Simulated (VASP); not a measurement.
Wanted: the native input for a VASP 6.6.1 run.

* Task: relaxation of cell and atoms
* Functional: PBE
* Potentials or basis: VASP PAW PBE potentials, release 64 (Cs_sv, P)
* Cutoff: 600 eV
* k mesh: 12 × 12 × 12
* Occupations: gaussian, width 0.1 eV
* Spin: no spin polarisation
* Dipole correction: no
* Further INCAR settings: ALGO = Normal; EDIFF = 1e-06; IBRION = 2; EDIFFG = -0.01; NSW = 100; ISIF = 3

The structure of CsP2 lies in POSCAR:

```
CsP2
1.0
    0.0000000000      3.7087072221      3.7087072221
    3.7087072221      0.0000000000      3.7087072221
    3.7087072221      3.7087072221      0.0000000000
Cs P
1 2
Direct
    0.0000000000      0.0000000000      0.0000000000
    0.2500000000      0.2500000000      0.2500000000
    0.7500000000      0.7500000000      0.7500000000
```

These files were run (other wordings do the same):

INCAR

```
PREC     = Accurate       # precision mode
ENCUT    = 600            # plane-wave cutoff, eV
EDIFF    = 1E-6           # SCF threshold, eV
ISMEAR   = 0              # smearing method
SIGMA    = 0.1            # smearing width, eV
LREAL    = False          # projectors in reciprocal space
LASPH    = True           # aspherical terms in the spheres
NELM     = 60             # most SCF steps
ALGO     = Normal         # electronic algorithm
ISIF     = 3              # what is computed and relaxed
LWAVE    = False          # write WAVECAR
LCHARG   = False          # write CHGCAR
GGA      = PE             # functional
IBRION   = 2              # ionic algorithm
NSW      = 100            # ionic steps
EDIFFG   = -0.01          # ionic threshold
```

KPOINTS

```
Automatic mesh
0
Gamma
  12 12 12
```

Potentials or basis: VASP PAW PBE potentials, release 64 (Cs_sv, P).

The run is started by

```bash
$ cat potpaw_PBE.64/Cs_sv/POTCAR potpaw_PBE.64/P/POTCAR > POTCAR
$ mpirun -np 1 vasp_std > vasp.out
```

Results of the run:

```
Relaxed volume                         : 34.80 Å³/atom
Relaxed cell                           : a = 5.285 Å, b = 5.285 Å, c = 5.285 Å, α = 60.00°, β = 60.00°, γ = 60.00°
Space group after relaxing (to 0.05 Å) : Fm-3m (No. 225)
Energy gained by relaxing              : 1.2 meV/atom
Ionic steps                            : 3
Pressure after relaxing                : 0.0 GPa
```

It took 4.5 min on 1 thread of Intel Xeon 6975P-C (shared host), peak memory 0.35 GiB.
